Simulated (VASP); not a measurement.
# Ir (P6_3/mmc) in VASP: notebook

Runs on Ir. Level: PBE. Tasks: single point.

Program: VASP 6.6.1. These are calculated values, not measurements. Logs are shortened: lines on timing, memory, paths and dates and some standing lists are left out, and cuts for length are marked.

## Step 1: The cell of the first run

It takes space group P6_3/mmc (No. 194, hexagonal). The conventional cell has a = 2.830 Å, b = 2.830 Å, c = 4.453 Å, α = 90.00°, β = 90.00°, γ = 120.00°. Ir (site symmetry -6m2) has 12 Ir at 2.76 to 2.83 Å within 3.6 Å.

## Step 2: Single point, PBE

Contents of INCAR:

```
SYSTEM = Ir
PREC = Accurate
ENCUT = 520
EDIFF = 1E-7
ISMEAR = 0
SIGMA = 0.15
LREAL = .FALSE.
LASPH = .TRUE.
NELM = 100
ALGO = Fast
ISIF = 2
LWAVE = .FALSE.
LCHARG = .FALSE.
GGA = PE
NBANDS = 16
```

Contents of KPOINTS:

```
Automatic mesh
0
G
  18 18 10
  0 0 0
```

Contents of POSCAR:

```
Ir
1.0
    2.8302000000      0.0000000000      0.0000000000
   -1.4151000000      2.4510250978      0.0000000000
    0.0000000000      0.0000000000      4.4529609382
Ir
2
Direct
    0.6666666667      0.3333333333      0.7500000000
    0.3333333333      0.6666666667      0.2500000000
```

Potentials or basis: VASP PAW PBE potentials, release 64 (Ir).

Started as:

```console
$ cat potpaw_PBE.64/Ir/POTCAR > POTCAR
$ mpirun -np 1 vasp_std > vasp.out
```

OUTCAR:

```text
SYSTEM = Ir
   PREC = Accurate
   ENCUT = 520
   EDIFF = 1E-7
   ISMEAR = 0
   LREAL = .FALSE.
   LASPH = .TRUE.
   NELM = 100
   ISIF = 2
   GGA = PE

 ion  position               nearest neighbor table
   1  0.667  0.333  0.750-   2 2.76   2 2.76   2 2.76   2 2.76   2 2.76   2 2.76
   2  0.333  0.667  0.250-   1 2.76   1 2.76   1 2.76   1 2.76   1 2.76   1 2.76

  LATTYP: Found a hexagonal cell.
 ALAT       =     2.8302000000
 C/A-ratio  =     1.5733732380

  Lattice vectors:

 A1 = (   2.8302000000,   0.0000000000,   0.0000000000)
 A2 = (  -1.4151000000,   2.4510250978,   0.0000000000)
 A3 = (   0.0000000000,   0.0000000000,   4.4529609382)

Analysis of symmetry for initial positions (statically):
=====================================================================
 Subroutine PRICEL returns:
 Original cell was already a primitive cell.

 Routine SETGRP: Setting up the symmetry group for a
 hexagonal supercell.

 Subroutine GETGRP returns: Found 24 space group operations
 (whereof 12 operations were pure point group operations)
 out of a pool of 24 trial point group operations.

The static configuration has the point symmetry D_3d.
 The point group associated with its full space group is D_6h.

Analysis of symmetry for dynamics (positions and initial velocities):
=====================================================================
 Subroutine PRICEL returns:
 Original cell was already a primitive cell.

 Routine SETGRP: Setting up the symmetry group for a
 hexagonal supercell.

 Subroutine GETGRP returns: Found 24 space group operations
 (whereof 12 operations were pure point group operations)
 out of a pool of 24 trial point group operations.

The dynamic configuration has the point symmetry D_3d.
 The point group associated with its full space group is D_6h.

 Subroutine INISYM returns: Found 24 space group operations
 (whereof 12 operations are pure point group operations),
 and found     1 'primitive' translations

----------------------------------------------------------------------------------------

                                     Primitive cell

  volume of cell :      30.8897

  direct lattice vectors                    reciprocal lattice vectors
     2.830200000  0.000000000  0.000000000     0.353331920  0.203996279  0.000000000
    -1.415100000  2.451025098  0.000000000     0.000000000  0.407992558  0.000000000
     0.000000000  0.000000000  4.452960938     0.000000000  0.000000000  0.224569677

  length of vectors
     2.830200000  2.830200000  4.452960938     0.407992558  0.407992558  0.224569677

  position of ions in fractional coordinates (direct lattice)
     0.666666667  0.333333333  0.750000000
     0.333333333  0.666666667  0.250000000

  ion indices of the primitive-cell ions
   primitive index   ion index
                 1           1
                 2           2

----------------------------------------------------------------------------------------

 KPOINTS: Automatic mesh

Automatic generation of k-mesh.
 Grid dimensions read from file:
 generate k-points for:   18   18   10

 Generating k-lattice:

  Cartesian coordinates                     Fractional coordinates (reciprocal lattice)
     0.019629551  0.011333127  0.000000000     0.055555556  0.000000000  0.000000000
     0.000000000  0.022666253  0.000000000     0.000000000  0.055555556  0.000000000
     0.000000000  0.000000000  0.022456968     0.000000000  0.000000000  0.100000000

  Length of vectors
     0.022666253  0.022666253  0.022456968

  Shift w.r.t. Gamma in fractional coordinates (k-lattice)
     0.000000000  0.000000000  0.000000000

 Subroutine IBZKPT returns following result:
 ===========================================

 Found    222 irreducible k-points:

 Following reciprocal coordinates:
            Coordinates               Weight
  0.000000  0.000000  0.000000      1.000000
  0.055556  0.000000  0.000000      6.000000
  0.111111  0.000000  0.000000      6.000000
  0.166667  0.000000  0.000000      6.000000
  0.222222  0.000000  0.000000      6.000000
  0.277778  0.000000  0.000000      6.000000
[... 16 lines left out ...]
  0.333333  0.111111  0.000000     12.000000
  0.388889  0.111111  0.000000     12.000000
 [... further k-points ...]
   k-points           NKPTS =    222   k-points in BZ     NKDIM =    222   number of bands    NBANDS=     16
   number of dos      NEDOS =    301   number of ions     NIONS =      2
   total plane-waves  NPLWV =  20736
   dimension x,y,z NGX =    24 NGY =   24 NGZ =   36
   dimension x,y,z NGXF=    48 NGYF=   48 NGZF=   72
   ions per type =               2
   NGX,Y,Z   is equivalent  to a cutoff of  14.10, 14.10, 13.44 a.u.
   NGXF,Y,Z  is equivalent  to a cutoff of  28.20, 28.20, 26.88 a.u.
 SYSTEM =  Ir
   PREC   = accura    normal or accurate (medium, high low for compatibility)
   ISTART =      0    job   : 0-new  1-cont  2-samecut
   ICHARG =      2    charge: 1-file 2-atom 10-const
   ISPIN  =      1    spin polarized calculation?
   LNONCOLLINEAR =      F non collinear calculations
   LSORBIT =      F    spin-orbit coupling
   LASPH  =      T    aspherical Exc in radial PAW
   ENCUT  =  520.0 eV  38.22 Ry    6.18 a.u.   5.26  5.26  8.28*2*pi/ulx,y,z
   NELM   =    100;   NELMIN=  2; NELMDL= -5     # of ELM steps
   EDIFF  = 0.1E-06   stopping-criterion for ELM
   LREAL  =      F    real-space projection
   EDIFFG = 0.1E-05   stopping-criterion for IOM
   NSW    =      0    number of steps for IOM
   IBRION =     -1    ionic relax: 0-MD 1-quasi-New 2-CG
   NFREE  =      0    steps in history (QN), initial steepest desc. (CG)
   ISIF   =      2    stress and relaxation
   ISYM   =      2    0-nonsym 1-usesym 2-fastsym
   POTIM  = 0.5000    time-step for ionic-motion
   TEBEG  =    0.0;   TEEND  =   0.0 temperature during run
   PSTRESS=    0.0 pullay stress
   NELECT =      18.0000    total number of electrons
   NUPDOWN=      -1.0000    fix difference up-down
   EMIN   =  10.00;   EMAX   =-10.00  energy-range for DOS
   EFERMI =   0.00;   METHOD = LEGACY
   ISMEAR =     0;   SIGMA  =   0.15  broadening in eV -4-tet -1-fermi 0-gaus
   EFERMI_NEDOS =   21; number of points for ismear=-14 and -15
   IALGO  =     68    algorithm
   IMIX   =      4    mixing-type and parameters
     AMIX     =   0.40;   BMIX     =  1.00
     AMIX_MAG =   1.60;   BMIX_MAG =  1.00
  volume/ion in A,a.u.               =      15.44       104.23
  Fermi-wavevector in a.u.,A,eV,Ry     =   1.367396  2.584004 25.439802  1.869773
  Thomas-Fermi vector in A             =   2.493453
   LORBIT       =      0    0 simple, 1 ext, 2 COOP (PROOUT), +10 PAW based schemes
   GGA     = PE    functional components
   LHFCALC =     F    Hartree Fock is set to
   AEXX    =    0.0000 exact exchange contribution
   IVDW    =     0    specifies the selected vdW correction
   LEPSILON=     F    determine dielectric tensor
   LRPA    =     F    only Hartree local field effects (RPA)
 non-spin polarized calculation
 RMM-DIIS sequential band-by-band and
 Gauss-broadening in eV      SIGMA  =   0.15
  energy-cutoff  :      520.00
  volume of cell :       30.89
 maximum number of plane-waves:       844
 NGX is ok and might be reduce to    24
   NGX = 11   NGY = 11   NGZ = 17

 number of electron      18.0000000 magnetization

 Free energy of the ion-electron system (eV)
  ---------------------------------------------------
  ext. energy  EPLUGINS =         0.00000000
  ---------------------------------------------------
  free energy    TOTEN  =       -17.45569730 eV

  energy without entropy =      -17.42489918  energy(sigma->0) =      -17.44029824

 E-fermi :   9.0786     XC(G=0): -13.4679

 val. band max:        9.0778973244   @ k =   0.2222   0.1667   0.4000
 cond. band min:       9.0817850227   @ k =   0.1667   0.1667   0.5000
 fundamental gap:      0.0038876983
 Fermi energy:         9.0785904087

 k-point     1 :       0.0000    0.0000    0.0000
  band No.  band energies     occupation
      1      -1.2520      2.00000
      2       1.8265      2.00000
      3       5.6812      2.00000
      4       5.6812      2.00000
      5       5.8641      2.00000
      6       6.3131      2.00000
[... 8 lines left out ...]
     15      25.8970      0.00000
     16      26.4587      0.00000

 k-point     2 :       0.0556    0.0000    0.0000
  band No.  band energies     occupation
      1      -1.1441      2.00000
      2       1.9185      2.00000
      3       5.4600      2.00000
      4       5.7681      2.00000
      5       6.0638      2.00000
      6       6.2605      2.00000
[... 8 lines left out ...]
     15      26.0234      0.00000
     16      26.5849      0.00000

 k-point     3 :       0.1111    0.0000    0.0000
  band No.  band energies     occupation
      1      -0.8278      2.00000
      2       2.1772      2.00000
      3       5.1421      2.00000
      4       6.0250      2.00000
      5       6.0931      2.00000
      6       6.2459      2.00000
[... 8 lines left out ...]
     15      26.3508      0.00000
     16      26.4596      0.00000

 k-point     4 :       0.1667    0.0000    0.0000
  band No.  band energies     occupation
      1      -0.3270      2.00000
      2       2.5378      2.00000
      3       4.8382      2.00000
      4       5.5621      2.00000
      5       5.9010      2.00000
      6       6.2550      2.00000
[... 8 lines left out ...]
     15      26.0015      0.00000
     16      26.0244      0.00000
[... 324 lines left out ...]
 k-point    22 :       0.2778    0.1111    0.0000
  band No.  band energies     occupation
      1       1.9247      2.00000
      2       3.0822      2.00000
      3       3.6406      2.00000
      4       4.6124      2.00000
      5       5.3358      2.00000
      6       6.0144      2.00000
[... 8 lines left out ...]
     15      20.3059      0.00000
     16      24.0200      0.00000

 k-point    23 :       0.3333    0.1111    0.0000
  band No.  band energies     occupation
      1       2.3725      2.00000
      2       2.8968      2.00000
      3       3.2950      2.00000
      4       4.9819      2.00000
      5       5.2412      2.00000
      6       6.1476      2.00000
[... 8 lines left out ...]
     15      19.1907      0.00000
     16      23.0888      0.00000

 k-point    24 :       0.3889    0.1111    0.0000
  band No.  band energies     occupation
      1       2.5950      2.00000
      2       2.7611      2.00000
      3       3.0836      2.00000
      4       5.1930      2.00000
      5       5.3613      2.00000
      6       6.0182      2.00000
[... 8 lines left out ...]
     15      19.1844      0.00000
     16      21.5120      0.00000

 [... further k-points ...]
[... 5 lines left out ...]
  --------------------------------------------------------------------------------------
  -------------------------------------------------------------------------------------
  Total       -3.6910818     -3.6910818     -2.2021305     -0.0000000      0.0000000      0.0000000
  in kB     -191.4478463   -191.4478463   -114.2193995     -0.0000000      0.0000000      0.0000000
  external PRESSURE =    -165.7050307 kB  Pullay stress =       0.0000000 kB

 VOLUME and BASIS-vectors are now :
 -----------------------------------------------------------------------------
  energy-cutoff  :      520.00
  volume of cell :       30.89
      direct lattice vectors                 reciprocal lattice vectors
     2.830200000  0.000000000  0.000000000     0.353331920  0.203996279  0.000000000
    -1.415100000  2.451025098  0.000000000     0.000000000  0.407992558  0.000000000
     0.000000000  0.000000000  4.452960938     0.000000000  0.000000000  0.224569677

 POSITION                                       TOTAL-FORCE (eV/Angst)
 -----------------------------------------------------------------------------------
      1.41510      0.81701      3.33972         0.000000     -0.000000      0.000000
     -0.00000      1.63402      1.11324        -0.000000      0.000000      0.000000
 -----------------------------------------------------------------------------------
    total drift:                               -0.000000      0.000000     -0.000000

  FREE ENERGIE OF THE ION-ELECTRON SYSTEM (eV)
  ---------------------------------------------------
  free  energy   TOTEN  =       -17.4556973026 eV

  energy  without entropy=      -17.4248991827  energy(sigma->0) =      -17.44029824
```

It took 3.7 min on 1 thread of Intel Xeon 8259CL, shared host; peak memory 0.22 GiB.

Results:

```yaml
Free_energy: -17.4557 eV
Pressure: -16.6 GPa
Band_gap_on_the_k_mesh: zero (band 9 reaches 9.89 eV, above the bottom of band 10 at 7.01 eV)
```

Levels at points of the mesh, in eV from the Fermi level:
| k point | band 6 | band 7 | band 8 | band 9 | band 10 | band 11 | band 12 | band 13 |
| --- | --- | --- | --- | --- | --- | --- | --- | --- |
| (0.00, 0.00, 0.00) | -2.77 | -2.77 | -2.34 | -2.34 | -0.32 | 0.20 | 0.20 | 6.67 |
| (0.50, 0.00, 0.00) | -3.01 | -2.49 | 0.39 | 0.81 | 0.91 | 2.53 | 3.80 | 7.86 |
| (0.00, 0.00, 0.50) | -3.58 | -3.58 | -3.58 | -0.44 | -0.44 | -0.44 | -0.44 | 13.60 |
| (0.50, 0.00, 0.50) | -2.00 | -0.84 | -0.84 | 0.65 | 0.65 | 1.84 | 1.84 | 6.80 |

Caveat: spin-orbit coupling is left out, which moves the levels of the heavy elements.

## Step 3: Single point, PBE

This run uses another cell than the first one, of 15.50 Å³/atom, 1.004 times its volume.

Contents of INCAR:

```
SYSTEM = Ir
PREC = Accurate ; ENCUT = 520
EDIFF = 1E-6 ; ISMEAR = 0
SIGMA = 0.15 ; LREAL = .FALSE.
LASPH = .TRUE. ; NELM = 80
ALGO = Fast ; ISIF = 2
LWAVE = .FALSE. ; LCHARG = .FALSE.
GGA = PE ; NBANDS = 16
```

Contents of KPOINTS:

```
regular mesh
0
G
  18 18 10
  0 0 0
```

Contents of POSCAR:

```
Ir
1.0
    2.8119000000      0.0000000000      0.0000000000
   -1.4059500000      2.4351768329      0.0000000000
    0.0000000000      0.0000000000      4.5272000000
Ir
2
Direct
    0.6666666667      0.3333333333      0.7500000000
    0.3333333333      0.6666666667      0.2500000000
```

Potentials or basis: VASP PAW PBE potentials, release 64 (Ir).

Started as:

```console
$ cat potpaw_PBE.64/Ir/POTCAR > POTCAR
$ mpirun -np 1 vasp_std > vasp.out
```

Run time: 3.3 min. Hardware: 1 thread of Intel Xeon 8259CL, shared host; peak memory 0.23 GiB.

The run converged. Its results:

```yaml
Free_energy: -17.4573 eV
Pressure: -17.9 GPa
Band_gap_on_the_k_mesh: zero (band 9 reaches 9.83 eV, above the bottom of band 10 at 6.95 eV)
```

Stress tensor (GPa, compression positive):
```
-18.33   0.00   0.00
  0.00 -18.33   0.00
  0.00   0.00 -17.00
```

Levels at points of the mesh, in eV from the Fermi level:
| k point | band 7 | band 8 | band 9 | band 10 | band 11 | band 12 |
| --- | --- | --- | --- | --- | --- | --- |
| (0.00, 0.00, 0.00) | -2.77 | -2.14 | -2.14 | -0.51 | 0.22 | 0.22 |
| (0.50, 0.00, 0.00) | -2.58 | 0.54 | 0.83 | 0.91 | 2.60 | 3.92 |
| (0.00, 0.00, 0.50) | -3.47 | -3.47 | -0.44 | -0.44 | -0.44 | -0.44 |
| (0.50, 0.00, 0.50) | -0.80 | -0.80 | 0.77 | 0.77 | 1.87 | 1.87 |

Caveat: spin-orbit coupling is left out, which moves the levels of the heavy elements.

(Part 1 of 2 ends here.)
